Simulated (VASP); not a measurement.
C:

```xyz
2
Lattice="0.0000 1.7655 1.7655 1.7655 0.0000 1.7655 1.7655 1.7655 0.0000" Properties=species:S:1:pos:R:3 pbc="T T T"
C     2.6483    2.6483    2.6483
C     1.7655    1.7655    1.7655
```

Base run:

| Item | Value |
| --- | --- |
| Program | VASP 6.6.1 |
| Functional | SVWN5 |
| Potentials or basis | VASP PAW PBE potentials, release 64 (C) |
| Cutoff | 520 eV |
| k mesh | 13 × 13 × 13 |
| Occupations | fermi-dirac, width 0.05 eV |
| Spin | no spin polarisation |

Its results: band gap on the k mesh 4.19 eV, indirect (least direct gap 5.63 eV); pressure 1.8 GPa.

Task: The run is repeated on the same cell with these changes: potentials or basis from VASP PAW PBE potentials, release 64 (C) to VASP PAW PBE potentials, release 64 (C_h); cutoff from 520 eV to 910 eV. What comes out?

Result: Band gap on the k mesh 4.19 eV, indirect (least direct gap 5.63 eV); pressure 0.6 GPa.

Caveats: the PAW data sets were made with another functional, which shifts forces and pressure a little; the cutoff is under 1.25 times the usual one of these potentials, so pressure, stress and relaxed cells hold a basis-set (Pulay) error (some runs).

A k mesh can miss the band edges.
